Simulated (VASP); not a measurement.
Wanted: the native input for a VASP 6.6.1 run.

```yaml
Task: single point
Functional: PBEsol
Potentials_or_basis: VASP PAW PBE potentials, release 64 (Ga_d, N)
Cutoff: 600 eV
k_mesh: 7 × 7 × 7
Occupations: gaussian, width 0.01 eV
Spin: no spin polarisation
Dipole_correction: no
Further_INCAR_settings: ALGO = Normal; EDIFF = 1e-06; NBANDS = 16
```

The structure of GaN lies in POSCAR:

```
GaN
1.0
    0.0000000000      2.1352350000      2.1352350000
    2.1352350000      0.0000000000      2.1352350000
    2.1352350000      2.1352350000      0.0000000000
Ga N
1 1
Direct
    0.0000000000      0.0000000000      0.0000000000
    0.5000000000      0.5000000000      0.5000000000
```

One way to write it, as run:

INCAR

```
PREC = Accurate
ENCUT = 600
EDIFF = 1E-6
ISMEAR = 0
SIGMA = 0.01
LREAL = F
LASPH = T
NELM = 120
ALGO = Normal
ISIF = 2
LWAVE = F
LCHARG = T
GGA = PS
LELF = T
LVHAR = T
NBANDS = 16
GGA_COMPAT = F
```

KPOINTS

```
Automatic mesh
0
Gamma
  7 7 7
```

Potentials or basis: VASP PAW PBE potentials, release 64 (Ga_d, N).

The run is started by

```sh
$ cat potpaw_PBE.64/Ga_d/POTCAR potpaw_PBE.64/N/POTCAR > POTCAR
$ mpirun -np 1 vasp_std > vasp.out
```

Results of the run:

The pressure is -7.5 GPa and the band gap on the k mesh is 0.73 eV, indirect (least direct gap 2.37 eV).

Caveat: the PAW data sets were made with another functional, which shifts forces and pressure a little.

Wall time 5.6 s on 1 thread of Intel(R) Xeon(R) Platinum 8488C (Sapphire Rapids), on a shared host, peak memory 0.14 GiB.
